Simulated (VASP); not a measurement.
Input of a VASP 6.6.1 run:

Contents of POSCAR:

```
Cu
1.0
   -1.4195183900      1.4195183900      1.4215768414
    1.4195183900     -1.4195183900      1.4215768414
    1.4195183900      1.4195183900     -1.4215768414
Cu
1
Direct
    0.0000000000      0.0000000000      0.0000000000
```

File INCAR.step1:

```
  PREC = Accurate
  ENCUT = 520
  ISMEAR = 0
  SIGMA = 0.15
  LREAL = F
  LASPH = T
  NELM = 60
  NBANDS = 12
  GGA = PE
  ALGO = Normal
  EDIFF = 1E-4
  LWAVE = T
  LCHARG = F
```

File INCAR.step2:

```
  PREC = Accurate
  ENCUT = 520
  EDIFF = 1E-7
  ISMEAR = 0
  SIGMA = 0.15
  LREAL = F
  LASPH = T
  NELM = 60
  ALGO = Normal
  ISIF = 2
  LWAVE = F
  LCHARG = T
  METAGGA = R2SCAN
  LMIXTAU = T
  LELF = T
  LVHAR = T
  NBANDS = 12
  ISTART = 1
```

KPOINTS

```
Automatic mesh
0
Gamma
  26 26 26
```

Potentials or basis: VASP PAW PBE potentials, release 64 (Cu).

Command:

```bash
$ cat potpaw_PBE.64/Cu/POTCAR > POTCAR
$ cp INCAR.step1 INCAR
$ mpirun -np 1 vasp_std > vasp.out
$ cp INCAR.step2 INCAR
$ mpirun -np 1 vasp_std > vasp.out
```

**Question.** What does it give for the band gap on the k mesh?

**Answer.** Zero (an odd number of electrons rules out a gap without spin polarisation).

**Question.** Estimate the pressure.

**Answer.** 0.9 GPa.

Caveat: the PAW data sets were made with another functional, which shifts forces and pressure a little.
